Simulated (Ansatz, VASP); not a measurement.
**Two plane-wave programs on Au**

File INCAR:

```
SYSTEM = Au
PREC = Accurate ; ENCUT = 520
EDIFF = 1E-6 ; ISMEAR = -1
SIGMA = 1.0 ; LREAL = .False.
LASPH = .True. ; NELM = 60
ALGO = Normal ; ISIF = 2
LWAVE = .False. ; LCHARG = .False.
GGA = PE ; NBANDS = 12
```

File KPOINTS:

```
regular mesh
0
Gamma
  13 13 13
  0 0 0
```

The input POSCAR:

```
Au
1.0
    0.0000000000      2.0782552709      2.0782552709
    2.0782552709      0.0000000000      2.0782552709
    2.0782552709      2.0782552709      0.0000000000
Au
1
Direct
    0.0000000000      0.0000000000      0.0000000000
```

Input for Ansatz:

```yaml
crystal:
  lattice:
    - [0.0, 2.0782552709, 2.0782552709]
    - [2.0782552709, 0.0, 2.0782552709]
    - [2.0782552709, 2.0782552709, 0.0]
  atoms:
    - { symbol: Au, position: [0.0, 0.0, 0.0] }
hamiltonian:
  xc: pbe
  pseudopotentials:
    kind: paw
    azcp:
      Au: "pseudopotentials/Au.paw.azcp"
basis:
  ecutwfc: 420
  fft_grid_basis: typed
kpoints:
  mp_grid: { grid: [13, 13, 13], shift: [0, 0, 0] }
magnetization:
  spin_polarized: false
scf:
  occupations: { method: fermi_dirac, width: 1.0 }
  lower_state_search: "off"
output:
  stress: true
```

Alike in both runs: task single point; functional PBE; k mesh 13 × 13 × 13; occupations fermi-dirac, width 1 eV; no spin polarisation.

```csv
,VASP,Ansatz
version,VASP 6.6.1,Ansatz 0.2.0
potentials or method,"VASP PAW PBE potentials, release 64 (Au), cutoff 520 eV","plane waves (420 eV) with PAW, scalar-relativistic"
valence electrons in the cell,11,19
```

```csv
,VASP,Ansatz,Ansatz less VASP
pressure (GPa),6.8,7.1,+0.31
```

VASP's potentials hold 11 valence electrons a cell and Ansatz's 19, so a difference there can come from the potentials and not from the codes.

Spin-orbit coupling is off throughout.
